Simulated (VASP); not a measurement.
Here is a VASP 6.6.1 calculation.

INCAR

```
SYSTEM = AlFe
PREC = Accurate ; ENCUT = 520
EDIFF = 1E-7 ; ISMEAR = 0
SIGMA = 0.011 ; LREAL = .FALSE.
LASPH = .TRUE. ; NELM = 150
ALGO = Normal ; ISIF = 2
LWAVE = .FALSE. ; LCHARG = .FALSE.
ISPIN = 2 ; MAGMOM = 3 0
LORBIT = 11 ; LMAXMIX = 4
GGA = PE ; NBANDS = 16
```

File KPOINTS:

```
regular mesh
0
G
  9 9 9
  0 0 0
```

Contents of POSCAR:

```
AlFe
1.0
    2.9100000000      0.0000000000      0.0000000000
    0.0000000000      2.9100000000      0.0000000000
    0.0000000000      0.0000000000      2.9100000000
Fe Al
1 1
Direct
    0.5000000000      0.5000000000      0.5000000000
    0.0000000000      0.0000000000      0.0000000000
```

Potentials or basis: VASP PAW PBE potentials, release 64 (Fe, Al).

Command:

```sh
$ cat potpaw_PBE.64/Fe/POTCAR potpaw_PBE.64/Al/POTCAR > POTCAR
$ mpirun -np 1 vasp_std > vasp.out
```

(1) What does it give for the pressure?

(2) Estimate the net moment.

Results:

(1) -6.3 GPa.

(2) 0.61 μB per cell.

Caveat: the cell stands under tension.
